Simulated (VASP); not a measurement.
Here is a VASP 6.6.1 calculation.

The input INCAR:

```
PREC = Accurate
ENCUT = 600
EDIFF = 1E-6
ISMEAR = -1
SIGMA = 0.05
LREAL = Auto
LASPH = T
NELM = 120
ALGO = Normal
ISIF = 2
LWAVE = F
LCHARG = F
GGA = PS
NBANDS = 326
GGA_COMPAT = F
```

Contents of KPOINTS:

```
Automatic mesh
0
Gamma
  1 1 1
  0.5 0.5 0.5
```

POSCAR

```
CdO
1.0
    9.3780897528      0.0000000000      0.0000000000
    0.0000000000      9.3780897528      0.0000000000
    0.0000000000      0.0000000000      9.3780897528
O Cd
32 32
Direct
    0.2500000000      0.0000000000      0.0000000000
    0.2500000000      0.0000000000      0.5000000000
    0.2500000000      0.5000000000      0.0000000000
    0.2500000000      0.5000000000      0.5000000000
    0.7500000000      0.0000000000      0.0000000000
    0.7500000000      0.0000000000      0.5000000000
    0.7500000000      0.5000000000      0.0000000000
    0.7500000000      0.5000000000      0.5000000000
    0.0000000000      0.2500000000      0.0000000000
    0.0000000000      0.2500000000      0.5000000000
    0.0000000000      0.7500000000      0.0000000000
    0.0000000000      0.7500000000      0.5000000000
    0.5000000000      0.2500000000      0.0000000000
    0.5000000000      0.2500000000      0.5000000000
    0.5000000000      0.7500000000      0.0000000000
    0.5000000000      0.7500000000      0.5000000000
    0.0000000000      0.0000000000      0.2500000000
    0.0000000000      0.0000000000      0.7500000000
    0.0000000000      0.5000000000      0.2500000000
    0.0000000000      0.5000000000      0.7500000000
    0.5000000000      0.0000000000      0.2500000000
    0.5000000000      0.0000000000      0.7500000000
    0.5000000000      0.5000000000      0.2500000000
    0.5000000000      0.5000000000      0.7500000000
    0.2500000000      0.2500000000      0.2500000000
    0.2500000000      0.2500000000      0.7500000000
    0.2500000000      0.7500000000      0.2500000000
    0.2500000000      0.7500000000      0.7500000000
    0.7500000000      0.2500000000      0.2500000000
    0.7500000000      0.2500000000      0.7500000000
    0.7500000000      0.7500000000      0.2500000000
    0.7500000000      0.7500000000      0.7500000000
    0.0000000000      0.0000000000      0.0000000000
    0.0000000000      0.0000000000      0.5000000000
    0.0000000000      0.5000000000      0.0000000000
    0.0000000000      0.5000000000      0.5000000000
    0.5000000000      0.0000000000      0.0000000000
    0.5000000000      0.0000000000      0.5000000000
    0.5000000000      0.5000000000      0.0000000000
    0.5000000000      0.5000000000      0.5000000000
    0.2500000000      0.2500000000      0.0000000000
    0.2500000000      0.2500000000      0.5000000000
    0.2500000000      0.7500000000      0.0000000000
    0.2500000000      0.7500000000      0.5000000000
    0.7500000000      0.2500000000      0.0000000000
    0.7500000000      0.2500000000      0.5000000000
    0.7500000000      0.7500000000      0.0000000000
    0.7500000000      0.7500000000      0.5000000000
    0.2500000000      0.0000000000      0.2500000000
    0.2500000000      0.0000000000      0.7500000000
    0.2500000000      0.5000000000      0.2500000000
    0.2500000000      0.5000000000      0.7500000000
    0.7500000000      0.0000000000      0.2500000000
    0.7500000000      0.0000000000      0.7500000000
    0.7500000000      0.5000000000      0.2500000000
    0.7500000000      0.5000000000      0.7500000000
    0.0000000000      0.2500000000      0.2500000000
    0.0000000000      0.2500000000      0.7500000000
    0.0000000000      0.7500000000      0.2500000000
    0.0000000000      0.7500000000      0.7500000000
    0.5000000000      0.2500000000      0.2500000000
    0.5000000000      0.2500000000      0.7500000000
    0.5000000000      0.7500000000      0.2500000000
    0.5000000000      0.7500000000      0.7500000000
```

Potentials or basis: VASP PAW PBE potentials, release 64 (O, Cd).

Run with:

```bash
$ cat potpaw_PBE.64/O/POTCAR potpaw_PBE.64/Cd/POTCAR > POTCAR
$ mpirun -np 1 vasp_std > vasp.out
```

Problem. Estimate the band gap on the k mesh.

Solution. 3.21 eV.

Problem. What does it give for the pressure?

Solution. 1.5 GPa.

Caveat: the k points lie up to 0.67 Å⁻¹ apart; the PAW data sets were made with another functional, which shifts forces and pressure a little. Expect the measured gap to be larger: semilocal functionals such as PBEsol lack the derivative discontinuity.
